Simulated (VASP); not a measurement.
# La (P6_3/mmc) in VASP: notebook

Runs on La. Level: LDA. Tasks: single point, relaxation of cell and atoms.

Everything below comes from runs of VASP 6.6.1. Logs are shortened: lines on timing, memory, paths and dates and some standing lists are left out, and cuts for length are marked.

## Step 1: The cell of the first run

It takes space group P6_3/mmc (No. 194, hexagonal). The conventional cell has a = 3.186 Å, b = 3.186 Å, c = 5.415 Å, α = 90.00°, β = 90.00°, γ = 120.00°. La (site symmetry -6m2) has 12 La at 3.19 to 3.27 Å within 4.2 Å.

## Step 2: Single point, LDA

INCAR reads:

```
PREC = Accurate
ENCUT = 520
EDIFF = 1E-6
ISMEAR = -1
SIGMA = 0.05
LREAL = F
LASPH = T
NELM = 100
ALGO = Normal
ISIF = 2
LWAVE = F
LCHARG = F
GGA = CA
NBANDS = 18
```

KPOINTS reads:

```
Automatic mesh
0
Gamma
  13 13 7
```

POSCAR reads:

```
La
1.0
    3.1864769458      0.0000000000      0.0000000000
   -1.5932384729      2.7595699836      0.0000000000
    0.0000000000      0.0000000000      5.4147982295
La
2
Direct
    0.3333333333      0.6666666667      0.2500000000
    0.6666666667      0.3333333333      0.7500000000
```

Potentials or basis: VASP PAW LDA potentials, release 64 (La).

Run with:

```console
$ cat potpaw_LDA.64/La/POTCAR > POTCAR
$ mpirun -np 1 vasp_std > vasp.out
```

OUTCAR:

```text
PREC = Accurate
   ENCUT = 520
   EDIFF = 1E-6
   ISMEAR = -1
   LREAL = F
   LASPH = T
   NELM = 100
   ISIF = 2
   GGA = CA

 ion  position               nearest neighbor table
   1  0.333  0.667  0.250-   2 3.27   2 3.27   2 3.27   2 3.27   2 3.27   2 3.27
   2  0.667  0.333  0.750-   1 3.27   1 3.27   1 3.27   1 3.27   1 3.27   1 3.27

  LATTYP: Found a hexagonal cell.
 ALAT       =     3.1864769458
 C/A-ratio  =     1.6993056349

  Lattice vectors:

 A1 = (   3.1864769458,   0.0000000000,   0.0000000000)
 A2 = (  -1.5932384729,   2.7595699836,   0.0000000000)
 A3 = (   0.0000000000,   0.0000000000,   5.4147982295)

Analysis of symmetry for initial positions (statically):
=====================================================================
 Subroutine PRICEL returns:
 Original cell was already a primitive cell.

 Routine SETGRP: Setting up the symmetry group for a
 hexagonal supercell.

 Subroutine GETGRP returns: Found 24 space group operations
 (whereof 12 operations were pure point group operations)
 out of a pool of 24 trial point group operations.

The static configuration has the point symmetry D_3d.
 The point group associated with its full space group is D_6h.

Analysis of symmetry for dynamics (positions and initial velocities):
=====================================================================
 Subroutine PRICEL returns:
 Original cell was already a primitive cell.

 Routine SETGRP: Setting up the symmetry group for a
 hexagonal supercell.

 Subroutine GETGRP returns: Found 24 space group operations
 (whereof 12 operations were pure point group operations)
 out of a pool of 24 trial point group operations.

The dynamic configuration has the point symmetry D_3d.
 The point group associated with its full space group is D_6h.

 Subroutine INISYM returns: Found 24 space group operations
 (whereof 12 operations are pure point group operations),
 and found     1 'primitive' translations

----------------------------------------------------------------------------------------

                                     Primitive cell

  volume of cell :      47.6140

  direct lattice vectors                    reciprocal lattice vectors
     3.186476946  0.000000000  0.000000000     0.313826215  0.181187650  0.000000000
    -1.593238473  2.759569984  0.000000000     0.000000000  0.362375300  0.000000000
     0.000000000  0.000000000  5.414798229     0.000000000  0.000000000  0.184679088

  length of vectors
     3.186476946  3.186476946  5.414798229     0.362375300  0.362375300  0.184679088

  position of ions in fractional coordinates (direct lattice)
     0.333333333  0.666666667  0.250000000
     0.666666667  0.333333333  0.750000000

  ion indices of the primitive-cell ions
   primitive index   ion index
                 1           1
                 2           2

----------------------------------------------------------------------------------------

 KPOINTS: Automatic mesh

Automatic generation of k-mesh.
 Grid dimensions read from file:
 generate k-points for:   13   13    7

 Generating k-lattice:

  Cartesian coordinates                     Fractional coordinates (reciprocal lattice)
     0.024140478  0.013937512  0.000000000     0.076923077 -0.000000000  0.000000000
     0.000000000  0.027875023  0.000000000     0.000000000  0.076923077  0.000000000
     0.000000000  0.000000000  0.026382727     0.000000000  0.000000000  0.142857143

  Length of vectors
     0.027875023  0.027875023  0.026382727

  Shift w.r.t. Gamma in fractional coordinates (k-lattice)
     0.000000000  0.000000000  0.000000000

 Subroutine IBZKPT returns following result:
 ===========================================

 Found     84 irreducible k-points:

 Following reciprocal coordinates:
            Coordinates               Weight
  0.000000  0.000000  0.000000      1.000000
  0.076923  0.000000  0.000000      6.000000
  0.153846 -0.000000  0.000000      6.000000
  0.230769  0.000000  0.000000      6.000000
  0.307692 -0.000000  0.000000      6.000000
  0.384615  0.000000  0.000000      6.000000
[... 16 lines left out ...]
  0.076923  0.000000  0.142857     12.000000
  0.153846 -0.000000  0.142857     12.000000
 [... further k-points ...]
   k-points           NKPTS =     84   k-points in BZ     NKDIM =     84   number of bands    NBANDS=     18
   number of dos      NEDOS =    301   number of ions     NIONS =      2
   total plane-waves  NPLWV =  23040
   dimension x,y,z NGX =    24 NGY =   24 NGZ =   40
   dimension x,y,z NGXF=    48 NGYF=   48 NGZF=   80
   ions per type =               2
   NGX,Y,Z   is equivalent  to a cutoff of  12.52, 12.52, 12.28 a.u.
   NGXF,Y,Z  is equivalent  to a cutoff of  25.04, 25.04, 24.56 a.u.
 SYSTEM =  unknown system
   PREC   = accura    normal or accurate (medium, high low for compatibility)
   ISTART =      0    job   : 0-new  1-cont  2-samecut
   ICHARG =      2    charge: 1-file 2-atom 10-const
   ISPIN  =      1    spin polarized calculation?
   LNONCOLLINEAR =      F non collinear calculations
   LSORBIT =      F    spin-orbit coupling
   LASPH  =      T    aspherical Exc in radial PAW
   ENCUT  =  520.0 eV  38.22 Ry    6.18 a.u.   5.92  5.92 10.07*2*pi/ulx,y,z
   NELM   =    100;   NELMIN=  2; NELMDL= -5     # of ELM steps
   EDIFF  = 0.1E-05   stopping-criterion for ELM
   LREAL  =      F    real-space projection
   EDIFFG = 0.1E-04   stopping-criterion for IOM
   NSW    =      0    number of steps for IOM
   IBRION =     -1    ionic relax: 0-MD 1-quasi-New 2-CG
   NFREE  =      0    steps in history (QN), initial steepest desc. (CG)
   ISIF   =      2    stress and relaxation
   ISYM   =      2    0-nonsym 1-usesym 2-fastsym
   POTIM  = 0.5000    time-step for ionic-motion
   TEBEG  =    0.0;   TEEND  =   0.0 temperature during run
   PSTRESS=    0.0 pullay stress
   NELECT =      22.0000    total number of electrons
   NUPDOWN=      -1.0000    fix difference up-down
   EMIN   =  10.00;   EMAX   =-10.00  energy-range for DOS
   EFERMI =   0.00;   METHOD = LEGACY
   ISMEAR =    -1;   SIGMA  =   0.05  broadening in eV -4-tet -1-fermi 0-gaus
   EFERMI_NEDOS =   21; number of points for ismear=-14 and -15
   IALGO  =     38    algorithm
   IMIX   =      4    mixing-type and parameters
     AMIX     =   0.40;   BMIX     =  1.00
     AMIX_MAG =   1.60;   BMIX_MAG =  1.00
  volume/ion in A,a.u.               =      23.81       160.66
  Fermi-wavevector in a.u.,A,eV,Ry     =   1.265623  2.391680 21.793821  1.601801
  Thomas-Fermi vector in A             =   2.398866
   LORBIT       =      0    0 simple, 1 ext, 2 COOP (PROOUT), +10 PAW based schemes
   GGA     = CA    functional components
   LHFCALC =     F    Hartree Fock is set to
   AEXX    =    0.0000 exact exchange contribution
   IVDW    =     0    specifies the selected vdW correction
   LEPSILON=     F    determine dielectric tensor
   LRPA    =     F    only Hartree local field effects (RPA)
 non-spin polarized calculation
  energy-cutoff  :      520.00
  volume of cell :       47.61
 maximum number of plane-waves:      1299
 NGX is ok and might be reduce to    24
   NGX = 11   NGY = 11   NGZ = 21

 number of electron      22.0000000 magnetization

 Free energy of the ion-electron system (eV)
  ---------------------------------------------------
  ext. energy  EPLUGINS =         0.00000000
  ---------------------------------------------------
  free energy    TOTEN  =       -10.50912317 eV

  energy without entropy =      -10.48807641  energy(sigma->0) =      -10.49859979

 E-fermi :  12.8772     XC(G=0): -11.7113

 val. band max:       12.8718054894   @ k =   0.3077   0.3077   0.1429
 cond. band min:      12.8772210075   @ k =   0.3846   0.0000   0.2857
 fundamental gap:      0.0054155181
 Fermi energy:        12.8771583964

 k-point     1 :       0.0000    0.0000    0.0000
  band No.  band energies     occupation
      1     -19.9620      2.00000
      2     -19.1064      2.00000
      3      -5.4422      2.00000
      4      -1.4916      2.00000
      5      -1.4916      2.00000
      6      -1.3045      2.00000
[... 10 lines left out ...]
     17      15.1122      0.00000
     18      15.2018      0.00000

 k-point     2 :       0.0769    0.0000    0.0000
  band No.  band energies     occupation
      1     -19.9154      2.00000
      2     -19.0762      2.00000
      3      -5.3729      2.00000
      4      -1.7701      2.00000
      5      -1.5717      2.00000
      6      -1.3247      2.00000
[... 10 lines left out ...]
     17      15.1250      0.00000
     18      15.1962      0.00000

 k-point     3 :       0.1538   -0.0000    0.0000
  band No.  band energies     occupation
      1     -19.7816      2.00000
      2     -18.9926      2.00000
      3      -5.1701      2.00000
      4      -2.4835      2.00000
      5      -1.9565      2.00000
      6      -1.7760      2.00000
[... 10 lines left out ...]
     17      14.9809      0.00000
     18      15.3828      0.00000

 k-point     4 :       0.2308    0.0000    0.0000
  band No.  band energies     occupation
      1     -19.5793      2.00000
      2     -18.8762      2.00000
      3      -4.8493      2.00000
      4      -3.3808      2.00000
      5      -2.8069      2.00000
      6      -2.0349      2.00000
[... 10 lines left out ...]
     17      15.3797      0.00000
     18      15.6950      0.00000

 k-point     5 :       0.3077   -0.0000    0.0000
  band No.  band energies     occupation
      1     -19.3410      2.00000
      2     -18.7591      2.00000
      3      -4.4411      2.00000
      4      -4.2364      2.00000
      5      -3.6280      2.00000
      6      -2.2845      2.00000
[... 10 lines left out ...]
     17      15.5863      0.00000
     18      15.6853      0.00000

 k-point     6 :       0.3846    0.0000    0.0000
  band No.  band energies     occupation
      1     -19.1132      2.00000
      2     -18.6773      2.00000
      3      -4.8908      2.00000
      4      -4.2662      2.00000
      5      -4.0021      2.00000
      6      -2.4767      2.00000
[... 10 lines left out ...]
     17      15.3585      0.00000
     18      15.5679      0.00000

 k-point     7 :       0.4615   -0.0000    0.0000
  band No.  band energies     occupation
      1     -18.9601      2.00000
      2     -18.6489      2.00000
      3      -5.2429      2.00000
      4      -4.6146      2.00000
      5      -3.6594      2.00000
      6      -2.5804      2.00000
[... 10 lines left out ...]
     17      15.3824      0.00000
     18      15.5461      0.00000

 k-point     8 :       0.0769    0.0769    0.0000
  band No.  band energies     occupation
      1     -19.8251      2.00000
      2     -19.0193      2.00000
      3      -5.2368      2.00000
      4      -2.2128      2.00000
      5      -1.9225      2.00000
      6      -1.5523      2.00000
[... 10 lines left out ...]
     17      15.2010      0.00000
     18      15.2111      0.00000
[... 229 lines left out ...]
     17      15.3822      0.00000
     18      15.4042      0.00000

 k-point    20 :       0.3846    0.2308    0.0000
  band No.  band energies     occupation
      1     -18.7928      2.00000
      2     -18.6423      2.00000
      3      -4.8461      2.00000
      4      -4.2444      2.00000
      5      -3.6924      2.00000
      6      -3.2337      2.00000
[... 10 lines left out ...]
     17      15.3592      0.00000
     18      15.3699      0.00000

 k-point    21 :       0.3077    0.3077    0.0000
  band No.  band energies     occupation
      1     -18.7470      2.00000
      2     -18.6552      2.00000
      3      -4.6404      2.00000
      4      -4.1669      2.00000
      5      -3.8898      2.00000
      6      -3.2825      2.00000
[... 10 lines left out ...]
     17      15.1971      0.00000
     18      15.5083      0.00000

 k-point    22 :       0.0000    0.0000    0.1429
  band No.  band energies     occupation
      1     -19.9243      2.00000
      2     -19.1544      2.00000
      3      -5.2713      2.00000
      4      -1.5700      2.00000
      5      -1.4693      2.00000
      6      -1.4693      2.00000
[... 10 lines left out ...]
     17      15.0352      0.00000
     18      15.2665      0.00000

 k-point    23 :       0.0769    0.0000    0.1429
  band No.  band energies     occupation
      1     -19.8783      2.00000
      2     -19.1232      2.00000
      3      -5.2073      2.00000
      4      -1.7464      2.00000
      5      -1.6369      2.00000
      6      -1.5473      2.00000
[... 10 lines left out ...]
     17      15.0819      0.00000
     18      15.2238      0.00000

 k-point    24 :       0.1538   -0.0000    0.1429
  band No.  band energies     occupation
      1     -19.7464      2.00000
      2     -19.0363      2.00000
      3      -5.0231      2.00000
      4      -2.4475      2.00000
      5      -2.1057      2.00000
      6      -1.7473      2.00000
[... 10 lines left out ...]
     17      15.0310      0.00000
     18      15.3902      0.00000

 [... further k-points ...]
[... 5 lines left out ...]
  --------------------------------------------------------------------------------------
  -------------------------------------------------------------------------------------
  Total        4.2596152      4.2596152      3.8504496      0.0000000      0.0000000      0.0000000
  in kB      143.3330955    143.3330955    129.5649569      0.0000000      0.0000000      0.0000000
  external PRESSURE =     138.7437160 kB  Pullay stress =       0.0000000 kB

 VOLUME and BASIS-vectors are now :
 -----------------------------------------------------------------------------
  energy-cutoff  :      520.00
  volume of cell :       47.61
      direct lattice vectors                 reciprocal lattice vectors
     3.186476946  0.000000000  0.000000000     0.313826215  0.181187650  0.000000000
    -1.593238473  2.759569984  0.000000000     0.000000000  0.362375300  0.000000000
     0.000000000  0.000000000  5.414798229     0.000000000  0.000000000  0.184679088

 POSITION                                       TOTAL-FORCE (eV/Angst)
 -----------------------------------------------------------------------------------
     -0.00000      1.83971      1.35370        -0.000000      0.000000      0.000000
      1.59324      0.91986      4.06110         0.000000     -0.000000      0.000000
 -----------------------------------------------------------------------------------
    total drift:                               -0.000000      0.000000     -0.000000

  FREE ENERGIE OF THE ION-ELECTRON SYSTEM (eV)
  ---------------------------------------------------
  free  energy   TOTEN  =       -10.5091231749 eV

  energy  without entropy=      -10.4880764139  energy(sigma->0) =      -10.49859979
```

Wall time 90 s (1 thread of Intel Xeon Platinum 8375C at 2.90GHz (Ice Lake), shared host); peak memory 0.2 GiB.

What came out:

```yaml
Free_energy: -10.5091 eV
Pressure: 13.9 GPa
Band_gap_on_the_k_mesh: zero (band 11 reaches 13.82 eV, above the bottom of band 12 at 11.73 eV)
```

Stress tensor (GPa, compression positive):
```
14.33  0.00  0.00
 0.00 14.33  0.00
 0.00  0.00 12.96
```

Caveat: spin-orbit coupling is left out, which moves the levels of the heavy elements.

(Continued in part 2 of 2.)
